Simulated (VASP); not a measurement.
A run of VASP 6.6.1 is set up as follows.

INCAR

```
SYSTEM = Mg5Al3
ALGO     = Normal         ! electronic algorithm
EDIFF    = 1E-6           ! SCF threshold, eV
EDIFFG   = -0.01          ! ionic threshold
ENCUT    = 600            ! plane-wave cutoff, eV
IBRION   = 2              ! ionic algorithm
ISIF     = 3              ! what is computed and relaxed
ISMEAR   = 0              ! smearing method
LASPH    = .TRUE.         ! aspherical terms in the spheres
LCHARG   = .FALSE.        ! write CHGCAR
LREAL    = .FALSE.        ! projectors in reciprocal space
LWAVE    = .FALSE.        ! write WAVECAR
NELM     = 100            ! most SCF steps
NSW      = 80             ! ionic steps
PREC     = Accurate       ! precision mode
SIGMA    = 0.05           ! smearing width, eV
```

Contents of KPOINTS:

```
k-points
0
G
  5 5 5
  0 0 0
```

File POSCAR:

```
Mg5Al3
1.0
    0.0000000000      4.3006489462      4.3006489462
    4.3006489462      0.0000000000      4.3006489462
    4.2083377604      4.2083377604      0.0923111858
Mg Al
5 3
Direct
    0.0000000000      0.0000000000      0.0000000000
    0.0000000000      0.0000000000      0.5000000000
    0.0000000000      0.5000000000      0.0000000000
    0.5000000000      0.0000000000      0.0000000000
    0.5000000000      0.5000000000      0.0000000000
    0.0000000000      0.5000000000      0.5000000000
    0.5000000000      0.0000000000      0.5000000000
    0.5000000000      0.5000000000      0.5000000000
```

Potentials or basis: VASP PAW LDA potentials, release 64 (Mg, Al).

Run with:

```console
$ cat potpaw_LDA.64/Mg/POTCAR potpaw_LDA.64/Al/POTCAR > POTCAR
$ mpirun -np 1 vasp_std > vasp.out
```

Question: What does it give for the space group after relaxing (to 0.1 Å)?

Answer: R-3m (No. 166).

Question: What does it give for the relaxed cell?

Answer: a = 6.072 Å, b = 6.072 Å, c = 5.943 Å, α = 59.28°, β = 59.28°, γ = 60.00°.

Final structure:
```xyz
8
Lattice="0.0000 4.2935 4.2935 4.2935 0.0000 4.2935 4.2018 4.2018 0.0916" Properties=species:S:1:pos:R:3 pbc="T T T"
Mg    4.2935    4.2935    8.5870
Mg    6.3944    2.1009    4.3393
Mg    6.3486    8.4953    6.5319
Mg    4.2018    6.3486    2.2384
Mg    6.3486    6.3486    4.3851
Al    4.2477    2.1009    2.1926
Al    2.1009    4.2477    2.1926
Al    4.2477    4.2477    4.3393
```
